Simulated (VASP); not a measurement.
A run of VASP 6.6.1:

File INCAR:

```
SYSTEM = HfSiO4
PREC = Accurate
ENCUT = 520
EDIFF = 1E-7
ISMEAR = 0
SIGMA = 0.1
LREAL = .FALSE.
LASPH = .TRUE.
NELM = 80
ALGO = Normal
ISIF = 2
LWAVE = .FALSE.
LCHARG = .FALSE.
GGA = PE
NBANDS = 50
```

File KPOINTS:

```
regular mesh
0
G
  4 4 4
  0 0 0
```

File POSCAR:

```
HfSiO4
1.0
   -3.3210954092      3.3210954092      3.0066189100
    3.3210954092     -3.3210954092      3.0066189100
    3.3210954092      3.3210954092     -3.0066189100
Hf Si O
2 2 8
Direct
    0.0000000000      0.0000000000      0.0000000000
    0.7500000000      0.2500000000      0.5000000000
    0.2500000000      0.7500000000      0.5000000000
    0.5000000000      0.5000000000      0.0000000000
    0.1348005253      0.3192953946      0.8155051306
    0.0692953946      0.7537902640      0.6844948694
    0.0692953946      0.3848005253      0.3155051306
    0.5037902640      0.3192953946      0.1844948694
    0.6807046054      0.4962097360      0.8155051306
    0.6151994747      0.9307046054      0.6844948694
    0.2462097360      0.9307046054      0.3155051306
    0.6807046054      0.8651994747      0.1844948694
```

Potentials or basis: VASP PAW PBE potentials, release 64 (Hf_pv, Si, O).

Run with:

```bash
$ cat potpaw_PBE.64/Hf_pv/POTCAR potpaw_PBE.64/Si/POTCAR potpaw_PBE.64/O/POTCAR > POTCAR
$ mpirun -np 1 vasp_std > vasp.out
```

Hardware: 1 thread of Intel(R) Xeon(R) 6975P-C (Granite Rapids), on a shared host.

Task: How long does it take, and how much memory?

Result: Run time: 62 s on 1 thread of Intel(R) Xeon(R) 6975P-C (Granite Rapids) (shared host), peak memory 0.28 GiB. Counts: scf iterations 16, k points 13.
